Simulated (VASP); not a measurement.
Runs of VASP 6.6.1 on GaP. The structure is that of space group F-43m (No. 216), or close to it. The cells are those of the table. 

```tsv
cell	smearing	pressure (GPa)	moment (μB)
a = 3.913, b = 3.913, c = 3.854 Å, angles 60.5, 60.5, 59.0°, 2 atoms	gaussian 0.01 eV	-2.6	0.00
a = 3.893, b = 3.893, c = 3.854 Å, angles 60.3, 60.3, 59.3°, 2 atoms	gaussian 0.01 eV	(b)	0.00
a = 3.835, b = 3.835, c = 3.854 Å, angles 59.8, 59.8, 60.3°, 2 atoms	gaussian 0.01 eV	0.8	0.00
a = 3.797, b = 3.797, c = 3.854 Å, angles 59.5, 59.5, 61.0°, 2 atoms	fermi-dirac 0.02 eV	2.7	0.00
a = 3.932, b = 3.932, c = 3.854 Å, angles 60.7, 60.7, 58.7°, 2 atoms	gaussian 0.01 eV	(a)	0.00
```

Alike in all rows: task single point; level r2SCAN; potentials or basis VASP PAW PBE potentials, release 64 (Ga_d, P); spin non-collinear, zero start, SOC; k mesh 8 × 8 × 8; cutoff (eV) 520.

Q: Fill in the values left out.

A: (a) -3.3; (b) -1.7.

Caveats: the PAW data sets were made with another functional, which shifts forces and pressure a little; the cell stands under tension (at least some runs).
